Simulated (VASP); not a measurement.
A run of VASP 6.6.1 is set up as follows.

Contents of INCAR:

```
  PREC = Accurate
  ENCUT = 520
  EDIFF = 1E-6
  ISMEAR = 0
  SIGMA = 0.15
  LREAL = False
  LASPH = True
  NELM = 80
  ALGO = Normal
  ISIF = 2
  LWAVE = False
  LCHARG = False
  GGA = PE
  NBANDS = 20
```

File KPOINTS:

```
Automatic mesh
0
Gamma
  18 18 10
```

File POSCAR:

```
Ta2N
1.0
    3.1011400556      0.0000000000      0.0000000000
   -1.5505700278      2.6856660688      0.0000000000
    0.0000000000      0.0000000000      4.8818900623
Ta N
2 1
Direct
    0.6340862945      0.2681725890      0.7449050322
    0.3659137055      0.7318274110      0.2550949678
    0.0000000000      0.0000000000      0.0000000000
```

Potentials or basis: VASP PAW PBE potentials, release 64 (Ta_pv, N).

Command:

```console
$ cat potpaw_PBE.64/Ta_pv/POTCAR potpaw_PBE.64/N/POTCAR > POTCAR
$ mpirun -np 1 vasp_std > vasp.out
```

Q: Predict the largest force.

A: 1.344 eV/Å.

Q: Estimate the pressure.

A: 4.7 GPa.

Forces on the atoms (eV/Å):
```
Ta   0.000  1.267 -0.447
Ta   0.000 -1.267  0.447
N    0.000  0.000  0.000
```

Caveat: the cell differs from its parent crystal (mode 4 (98.3 1/cm) frozen in, largest displacement +0.175 Å); forces of over 1 eV/Å act on the atoms, so gaps and moduli don't describe the material at rest.
